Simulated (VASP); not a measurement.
# BaTiO3 (P1) in VASP: a series of runs

The runs below take BaTiO3 through single point, with PBEsol+D3(BJ), PBE.

Everything below comes from runs of VASP 6.6.1. Logs are shortened: lines on timing, memory, paths and dates and some standing lists are left out, and cuts for length are marked.

### Step 1. The cell of the first run

The typed cell holds 10 atoms: a = 3.803 Å, b = 4.131 Å, c = 7.975 Å, α = 89.10°, β = 88.33°, γ = 89.36°.

### Step 2. Single point, PBEsol+D3(BJ)

Contents of INCAR:

```
PREC = Accurate ; ENCUT = 520
EDIFF = 1E-7 ; ISMEAR = -1
SIGMA = 0.05 ; LREAL = False
LASPH = True ; NELM = 80
ALGO = Normal ; ISIF = 2
LWAVE = False ; LCHARG = True
GGA = PS ; IVDW = 12
LELF = True ; LVHAR = True
NBANDS = 51
```

Contents of KPOINTS:

```
regular mesh
0
Gamma
  7 7 4
```

Contents of POSCAR:

```
BaTiO3
1.0
   -3.8026815600     -0.0565824300     -0.0218151200
   -0.0219143800     -0.0316798600     -4.1303348800
   -0.1131648500     -7.9735119900     -0.0630727200
Ba Ti O
2 2 6
Direct
    0.0448632200      0.9091655200      0.4951147700
    0.0081490700      0.9218096000      0.0244139700
    0.4571922900      0.5205716900      0.2053866900
    0.5023170900      0.4706432600      0.7622527500
    0.4814408900      0.0399323300      0.2403903200
    0.4562898900      0.0729788900      0.6935651600
    0.5380255000      0.5405856500      0.4498035800
    0.5290554000      0.5579957200      0.0305001400
    0.9820232500      0.4573982800      0.2603804500
    0.0006434100      0.5089190600      0.8381921600
```

Potentials or basis: VASP PAW PBE potentials, release 64 (Ba_sv, Ti_sv, O).

Started as:

```bash
> cat potpaw_PBE.64/Ba_sv/POTCAR potpaw_PBE.64/Ti_sv/POTCAR potpaw_PBE.64/O/POTCAR > POTCAR
> mpirun -np 1 vasp_std > vasp.out
```

OUTCAR:

```text
PREC = Accurate
   ENCUT = 520
   EDIFF = 1E-7
   ISMEAR = -1
   LREAL = False
   LASPH = True
   NELM = 80
   ISIF = 2
   GGA = PS
   IVDW = 12
 IVDW          = 12

 ion  position               nearest neighbor table
   1  0.045  0.909  0.495-   6 2.37   7 2.42   7 2.51   5 2.64   9 2.68   6 2.79   9 2.93   5 3.03
                            10 3.18   3 3.20   7 3.24   7 3.25   4 3.30   4 3.43   4 3.66   3 3.66
   2  0.008  0.922  0.024-  10 2.28   8 2.37   8 2.47   5 2.58   5 2.65   9 2.67   3 2.78  10 2.82
                             9 2.93   3 3.01   6 3.16   8 3.18   8 3.31   4 3.35   3 3.39   4 3.46
   3  0.457  0.521  0.205-   8 1.42   9 1.87   7 1.99   5 2.00   9 2.07   5 2.17   2 2.78   2 3.01
                             1 3.20   2 3.39   2 3.52   1 3.66   1 3.72
   4  0.502  0.471  0.762-   6 1.75  10 1.99  10 2.01   8 2.18   1 3.30   2 3.35   1 3.43   2 3.46
                             2 3.57   2 3.63   1 3.66   1 3.74
   5  0.481  0.040  0.240-   3 2.00   3 2.17   2 2.58   1 2.64   2 2.65   1 3.03
   6  0.456  0.073  0.694-   4 1.75   1 2.37   1 2.79   2 3.16
   7  0.538  0.541  0.450-   3 1.99   1 2.42   1 2.51   1 3.24   1 3.25
   8  0.529  0.558  0.031-   3 1.42   4 2.18   2 2.37   2 2.47   2 3.18   2 3.31
   9  0.982  0.457  0.260-   3 1.87   3 2.07   2 2.67   1 2.68   2 2.93   1 2.93
  10  0.001  0.509  0.838-   4 1.99   4 2.01   2 2.28   2 2.82   1 3.18

  LATTYP: Found a triclinic cell.
 ALAT       =     3.8031650658
 B/A-ratio  =     1.4681024078
 C/A-ratio  =     2.0968231186
 COS(alpha) =     0.0082486583
 COS(beta)  =     0.0291100464
 COS(gamma) =     0.6728993595

  Lattice vectors:

 A1 = (   3.8026815600,   0.0565824300,   0.0218151200)
 A2 = (   3.7807671800,   0.0249025700,  -4.1085197600)
 A3 = (   0.1131648500,   7.9735119900,   0.0630727200)

Analysis of symmetry for initial positions (statically):
=====================================================================
 Subroutine PRICEL returns:
 Original cell was already a primitive cell.

 Routine SETGRP: Setting up the symmetry group for a
 triclinic supercell.

 Subroutine GETGRP returns: Found  1 space group operations
 (whereof  1 operations were pure point group operations)
 out of a pool of  2 trial point group operations.

The static configuration has the point symmetry C_1 .

Analysis of symmetry for dynamics (positions and initial velocities):
=====================================================================
 Subroutine PRICEL returns:
 Original cell was already a primitive cell.

 Routine SETGRP: Setting up the symmetry group for a
 triclinic supercell.

 Subroutine GETGRP returns: Found  1 space group operations
 (whereof  1 operations were pure point group operations)
 out of a pool of  2 trial point group operations.

The dynamic configuration has the point symmetry C_1 .

 Subroutine INISYM returns: Found  1 space group operations
 (whereof  1 operations are pure point group operations),
 and found     1 'primitive' translations

----------------------------------------------------------------------------------------

                                     Primitive cell

  volume of cell :     125.1971

  direct lattice vectors                    reciprocal lattice vectors
    -3.802681560 -0.056582430 -0.021815120    -0.263035552  0.003722344  0.001367041
    -0.021914380 -0.031679860 -4.130334880     0.001360849  0.001896025 -0.242132882
    -0.113164850 -7.973511990 -0.063072720     0.001861172 -0.125449198  0.000952326

  length of vectors
     3.803165066  4.130514505  7.974564434     0.263065441  0.242144129  0.125466618

  position of ions in fractional coordinates (direct lattice)
     0.044863220  0.909165520  0.495114770
     0.008149070  0.921809600  0.024413970
     0.457192290  0.520571690  0.205386690
     0.502317090  0.470643260  0.762252750
     0.481440890  0.039932330  0.240390320
     0.456289890  0.072978890  0.693565160
     0.538025500  0.540585650  0.449803580
     0.529055400  0.557995720  0.030500140
     0.982023250  0.457398280  0.260380450
     0.000643410  0.508919060  0.838192160

  ion indices of the primitive-cell ions
   primitive index   ion index
                 1           1
                 2           2
                 3           3
                 4           4
                 5           5
                 6           6
                 7           7
                 8           8
                 9           9
                10          10

----------------------------------------------------------------------------------------

 KPOINTS: regular mesh

Automatic generation of k-mesh.
 Grid dimensions read from file:
 generate k-points for:    7    7    4

 Generating k-lattice:

  Cartesian coordinates                     Fractional coordinates (reciprocal lattice)
    -0.037576507  0.000531763  0.000195292     0.142857143  0.000000000  0.000000000
     0.000194407  0.000270861 -0.034590412    -0.000000000  0.142857143  0.000000000
     0.000465293 -0.031362300  0.000238082     0.000000000  0.000000000  0.250000000

  Length of vectors
     0.037580777  0.034592018  0.031366654

  Shift w.r.t. Gamma in fractional coordinates (k-lattice)
     0.000000000  0.000000000  0.000000000

 Subroutine IBZKPT returns following result:
 ===========================================

 Found     99 irreducible k-points:

 Following reciprocal coordinates:
            Coordinates               Weight
  0.000000  0.000000  0.000000      1.000000
  0.142857  0.000000 -0.000000      2.000000
  0.285714 -0.000000  0.000000      2.000000
  0.428571 -0.000000 -0.000000      2.000000
 -0.000000  0.142857 -0.000000      2.000000
  0.142857  0.142857 -0.000000      2.000000
[... 16 lines left out ...]
 -0.428571  0.428571  0.000000      2.000000
 -0.285714  0.428571  0.000000      2.000000
 [... further k-points ...]
   k-points           NKPTS =     99   k-points in BZ     NKDIM =     99   number of bands    NBANDS=     51
   number of dos      NEDOS =    301   number of ions     NIONS =     10
   total plane-waves  NPLWV =  53760
   dimension x,y,z NGX =    28 NGY =   32 NGZ =   60
   dimension x,y,z NGXF=    56 NGYF=   64 NGZF=  120
   ions per type =               2   2   6
   NGX,Y,Z   is equivalent  to a cutoff of  12.24, 12.88, 12.51 a.u.
   NGXF,Y,Z  is equivalent  to a cutoff of  24.48, 25.76, 25.02 a.u.
 SYSTEM =  unknown system
   PREC   = accura    normal or accurate (medium, high low for compatibility)
   ISTART =      0    job   : 0-new  1-cont  2-samecut
   ICHARG =      2    charge: 1-file 2-atom 10-const
   ISPIN  =      1    spin polarized calculation?
   LNONCOLLINEAR =      F non collinear calculations
   LSORBIT =      F    spin-orbit coupling
   LASPH  =      T    aspherical Exc in radial PAW
   ENCUT  =  520.0 eV  38.22 Ry    6.18 a.u.   7.07  7.68 14.83*2*pi/ulx,y,z
   NELM   =     80;   NELMIN=  2; NELMDL= -5     # of ELM steps
   EDIFF  = 0.1E-06   stopping-criterion for ELM
   LREAL  =      F    real-space projection
   EDIFFG = 0.1E-05   stopping-criterion for IOM
   NSW    =      0    number of steps for IOM
   IBRION =     -1    ionic relax: 0-MD 1-quasi-New 2-CG
   NFREE  =      0    steps in history (QN), initial steepest desc. (CG)
   ISIF   =      2    stress and relaxation
   ISYM   =      2    0-nonsym 1-usesym 2-fastsym
   POTIM  = 0.5000    time-step for ionic-motion
   TEBEG  =    0.0;   TEEND  =   0.0 temperature during run
   PSTRESS=    0.0 pullay stress
   NELECT =      80.0000    total number of electrons
   NUPDOWN=      -1.0000    fix difference up-down
   EMIN   =  10.00;   EMAX   =-10.00  energy-range for DOS
   EFERMI =   0.00;   METHOD = LEGACY
   ISMEAR =    -1;   SIGMA  =   0.05  broadening in eV -4-tet -1-fermi 0-gaus
   EFERMI_NEDOS =   21; number of points for ismear=-14 and -15
   IALGO  =     38    algorithm
   IMIX   =      4    mixing-type and parameters
     AMIX     =   0.40;   BMIX     =  1.00
     AMIX_MAG =   1.60;   BMIX_MAG =  1.00
  volume/ion in A,a.u.               =      12.52        84.49
  Fermi-wavevector in a.u.,A,eV,Ry     =   1.410068  2.664643 27.052360  1.988292
  Thomas-Fermi vector in A             =   2.532060
   LORBIT       =      0    0 simple, 1 ext, 2 COOP (PROOUT), +10 PAW based schemes
   GGA     = PS    functional components
   LHFCALC =     F    Hartree Fock is set to
   AEXX    =    0.0000 exact exchange contribution
   IVDW    =    12    specifies the selected vdW correction
   LEPSILON=     F    determine dielectric tensor
   LRPA    =     F    only Hartree local field effects (RPA)
 non-spin polarized calculation
  energy-cutoff  :      520.00
  volume of cell :      125.20
 maximum number of plane-waves:      3398
   NGX = 15   NGY = 15   NGZ = 29

 number of electron      79.9999992 magnetization

 Free energy of the ion-electron system (eV)
  ---------------------------------------------------
  ext. energy  EPLUGINS =         0.00000000
  ---------------------------------------------------
  free energy    TOTEN  =       -73.40435476 eV

  energy without entropy =      -73.40284637  energy(sigma->0) =      -73.40360057

 E-fermi :   5.1953     XC(G=0): -11.5178

 val. band max:        5.0080577901   @ k =   0.4286   0.4286   0.5000
 cond. band min:       5.3326065243   @ k =   0.0000   0.0000   0.5000
 fundamental gap:      0.3245487342
 Fermi energy:         5.1953219336

 k-point     1 :       0.0000    0.0000    0.0000
  band No.  band energies     occupation
      1     -53.0987      2.00000
      2     -51.0599      2.00000
      3     -29.6182      2.00000
      4     -29.4482      2.00000
      5     -29.3992      2.00000
      6     -29.1839      2.00000
[... 43 lines left out ...]
     50       9.7675      0.00000
     51       9.9496      0.00000
[... 1240 lines left out ...]
     50      10.8181      0.00000
     51      11.0511      0.00000

 [... further k-points ...]

------------------------ aborting loop because EDIFF is reached ----------------------------------------

 Edisp (eV)   -2.70878

 E8    (eV) :    -1.8755

  FORCE on cell =-STRESS in cart. coord.  units (eV):
  Direction    XX          YY          ZZ          XY          YZ          ZX
  --------------------------------------------------------------------------------------
  -------------------------------------------------------------------------------------
  Total      18.50832    43.04720    10.66196    -6.21409    -0.62591    -1.01778
  in kB     236.85546   550.88557   136.44367   -79.52319    -8.00987   -13.02482
  external pressure =      308.06 kB  Pullay stress =        0.00 kB

 VOLUME and BASIS-vectors are now :
 -----------------------------------------------------------------------------
  energy-cutoff  :      520.00
  volume of cell :      125.20
      direct lattice vectors                 reciprocal lattice vectors
    -3.802681560 -0.056582430 -0.021815120    -0.263035552  0.003722344  0.001367041
    -0.021914380 -0.031679860 -4.130334880     0.001360849  0.001896025 -0.242132882
    -0.113164850 -7.973511990 -0.063072720     0.001861172 -0.125449198  0.000952326

 POSITION                                       TOTAL-FORCE (eV/Angst)
 -----------------------------------------------------------------------------------
     -0.24655     -3.97914     -3.78736         2.125845      2.289952     -2.005600
     -0.05395     -0.22433     -3.80910         0.586327     -0.496096     -6.232483
     -1.77321     -1.68001     -2.17306         2.560475    -28.353802      5.082560
     -2.00673     -6.12116     -2.00295        -0.103459      1.972715      0.486892
     -1.85885     -1.94526     -0.19060        -0.184903      1.424654      1.694209
     -1.81521     -5.55828     -0.35513        -1.772198     -3.355245      0.115599
     -2.10869     -3.63408     -2.27291         0.291183     -5.313866      0.721744
     -2.02751     -0.29081     -2.31817        -2.720625     25.798131     -0.798836
     -3.77381     -2.14620     -1.92705        -0.343673      2.147681     -0.845159
     -0.10845     -6.69949     -2.15489        -0.438972      3.885877      1.781074
 -----------------------------------------------------------------------------------
    total drift:                                0.000369      0.001419      0.000207

  FREE ENERGIE OF THE ION-ELECTRON SYSTEM (eV)
  ---------------------------------------------------
  free  energy   TOTEN  =       -76.1131340547 eV

  energy  without entropy=      -76.1116256669  energy(sigma->0) =      -76.11237986
```

Wall time 7.7 min (1 thread of Intel Xeon 6975P-C (Granite Rapids), shared host); peak memory 0.59 GiB.

What came out:

| Quantity | Value |
| --- | --- |
| Free energy | -76.1131 eV |
| Pressure | 30.8 GPa |
| Largest force | 28.919 eV/Å |
| Band gap on the k mesh | 0.32 eV (least direct gap 0.45 eV) |
| Dispersion energy per atom | -0.271 eV |

Forces in eV/Å, atoms in the order of the input:
```
Ba    2.126   2.290  -2.006
Ba    0.586  -0.496  -6.232
Ti    2.560 -28.354   5.083
Ti   -0.103   1.973   0.487
O    -0.185   1.425   1.694
O    -1.772  -3.355   0.116
O     0.291  -5.314   0.722
O    -2.721  25.798  -0.799
O    -0.344   2.148  -0.845
O    -0.439   3.886   1.781
```

Levels at points of the mesh, in eV from the valence-band top:
```tsv
k point	band 38	band 39	band 40	band 41	band 42	band 43
(0.00, 0.00, 0.00)	-1.29	-0.59	-0.09	0.36	1.44	2.02
(0.00, 0.00, 0.50)	-1.28	-0.57	-0.13	0.32	1.45	2.02
```

Caveat: three body term missing; atoms lie so close that the PAW spheres overlap strongly, which falsifies energies and pressures; the stress differs along the axes, from 14 to 55 GPa; semilocal functionals underestimate gaps, and a narrow one can read as zero; the PAW data sets were made with another functional, which shifts forces and pressure a little; spin-orbit coupling is left out, which moves the levels of the heavy elements. A k mesh can miss the band edges.

### Step 3. Single point, PBE

Contents of INCAR:

```
SYSTEM = BaTiO3
PREC     = Accurate       ! precision mode
ENCUT    = 600            ! plane-wave cutoff, eV
EDIFF    = 1E-6           ! SCF threshold, eV
ISMEAR   = -1             ! smearing method
SIGMA    = 0.05           ! smearing width, eV
LREAL    = .FALSE.        ! projectors in reciprocal space
LASPH    = .TRUE.         ! aspherical terms in the spheres
NELM     = 120            ! most SCF steps
ALGO     = Normal         ! electronic algorithm
ISIF     = 2              ! what is computed and relaxed
LWAVE    = .FALSE.        ! write WAVECAR
LCHARG   = .FALSE.        ! write CHGCAR
GGA      = PE             ! functional
NBANDS   = 51             ! bands
GGA_COMPAT= .FALSE.
```

Contents of KPOINTS:

```
Automatic mesh
0
G
  7 7 4
  0 0 0
```

POSCAR is that of step 2.

Potentials or basis: VASP PAW PBE potentials, release 64 (Ba_sv, Ti_sv, O).

Started as:

```bash
> cat potpaw_PBE.64/Ba_sv/POTCAR potpaw_PBE.64/Ti_sv/POTCAR potpaw_PBE.64/O/POTCAR > POTCAR
> mpirun -np 1 vasp_std > vasp.out
```

OUTCAR:

```text
SYSTEM = BaTiO3
   PREC = Accurate
   ENCUT = 600
   EDIFF = 1E-6
   ISMEAR = -1
   LREAL = .FALSE.
   LASPH = .TRUE.
   NELM = 120
   ISIF = 2
   GGA = PE

 ion  position               nearest neighbor table
   1  0.045  0.909  0.495-   6 2.37   7 2.42   7 2.51   5 2.64   9 2.68   6 2.79   9 2.93   5 3.03
                            10 3.18   3 3.20   7 3.24   7 3.25   4 3.30   4 3.43   4 3.66   3 3.66
   2  0.008  0.922  0.024-  10 2.28   8 2.37   8 2.47   5 2.58   5 2.65   9 2.67   3 2.78  10 2.82
                             9 2.93   3 3.01   6 3.16   8 3.18   8 3.31   4 3.35   3 3.39   4 3.46
   3  0.457  0.521  0.205-   8 1.42   9 1.87   7 1.99   5 2.00   9 2.07   5 2.17   2 2.78   2 3.01
                             1 3.20   2 3.39   2 3.52   1 3.66   1 3.72
[... 1528 lines left out ...]
 -----------------------------------------------------------------------------
  energy-cutoff  :      600.00
  volume of cell :      125.20
      direct lattice vectors                 reciprocal lattice vectors
    -3.802681560 -0.056582430 -0.021815120    -0.263035552  0.003722344  0.001367041
    -0.021914380 -0.031679860 -4.130334880     0.001360849  0.001896025 -0.242132882
    -0.113164850 -7.973511990 -0.063072720     0.001861172 -0.125449198  0.000952326

 POSITION                                       TOTAL-FORCE (eV/Angst)
 -----------------------------------------------------------------------------------
     -0.24655     -3.97914     -3.78736         2.210928      2.251406     -2.086175
     -0.05395     -0.22433     -3.80910         0.596298     -0.424933     -6.446607
     -1.77321     -1.68001     -2.17306         2.578970    -28.472706      5.114390
     -2.00673     -6.12116     -2.00295        -0.128935      2.075862      0.391715
     -1.85885     -1.94526     -0.19060        -0.214540      1.398170      1.721923
     -1.81521     -5.55828     -0.35513        -1.812156     -3.405462      0.248007
     -2.10869     -3.63408     -2.27291         0.281995     -5.519776      0.786851
     -2.02751     -0.29081     -2.31817        -2.737424     26.003649     -0.747908
     -3.77381     -2.14620     -1.92705        -0.337285      2.121284     -0.806074
     -0.10845     -6.69949     -2.15489        -0.437853      3.972506      1.823879
 -----------------------------------------------------------------------------------
    total drift:                                0.000359     -0.000565      0.000350

  FREE ENERGIE OF THE ION-ELECTRON SYSTEM (eV)
  ---------------------------------------------------
  free  energy   TOTEN  =       -69.0099095174 eV

  energy  without entropy=      -69.0084334650  energy(sigma->0) =      -69.00917149
```

OSZICAR:

```text
N       E                     dE             d eps       ncg     rms          rms(c)
DAV:   1     0.110285606517E+04    0.11029E+04   -0.43379E+04 10098   0.190E+03
DAV:   2     0.886569981358E+02   -0.10142E+04   -0.94472E+03 10907   0.524E+02
DAV:   3    -0.800995301320E+02   -0.16876E+03   -0.16333E+03 13323   0.201E+02
DAV:   4    -0.913530361905E+02   -0.11254E+02   -0.11200E+02 14796   0.497E+01
[... 13 lines left out ...]
DAV:  18    -0.690100537190E+02    0.28478E-03   -0.10051E-04 16420   0.935E-02    0.812E-02
DAV:  19    -0.690099577624E+02    0.95957E-04   -0.53172E-05 15432   0.564E-02    0.454E-02
DAV:  20    -0.690099176326E+02    0.40130E-04   -0.19861E-05 15140   0.413E-02    0.195E-02
DAV:  21    -0.690099099407E+02    0.76919E-05   -0.15023E-05 14674   0.245E-02    0.675E-03
DAV:  22    -0.690099095174E+02    0.42326E-06   -0.29458E-06  9369   0.132E-02
   1 F= -.69009910E+02 E0= -.69009171E+02  d E =-.147605E-02
```

Wall time 11 min (1 thread of Intel Xeon 6975P-C (Granite Rapids), shared host); peak memory 0.71 GiB.

What came out:

| Item | Value |
| --- | --- |
| Free energy | -69.0099 eV |
| Pressure | 40.7 GPa |
| Largest force | 29.043 eV/Å |
| Band gap on the k mesh | 0.33 eV (least direct gap 0.45 eV) |

Forces on the atoms (eV/Å):
```
Ba    2.211   2.251  -2.086
Ba    0.596  -0.425  -6.447
Ti    2.579 -28.473   5.114
Ti   -0.129   2.076   0.392
O    -0.215   1.398   1.722
O    -1.812  -3.405   0.248
O     0.282  -5.520   0.787
O    -2.737  26.004  -0.748
O    -0.337   2.121  -0.806
O    -0.438   3.973   1.824
```

Levels at points of the mesh, in eV from the valence-band top:
```
           k point  band 38  band 39  band 40  band 41  band 42  band 43
(0.00, 0.00, 0.00)    -1.27    -0.58    -0.09     0.37     1.43     2.03
(0.00, 0.00, 0.50)    -1.26    -0.56    -0.12     0.33     1.43     2.02
```

Caveat: atoms lie so close that the PAW spheres overlap strongly, which falsifies energies and pressures; the stress differs along the axes, from 23 to 65 GPa; semilocal functionals underestimate gaps, and a narrow one can read as zero; spin-orbit coupling is left out, which moves the levels of the heavy elements; forces of over 1 eV/Å act on the atoms, so gaps and moduli don't describe the material at rest. A k mesh can miss the band edges.
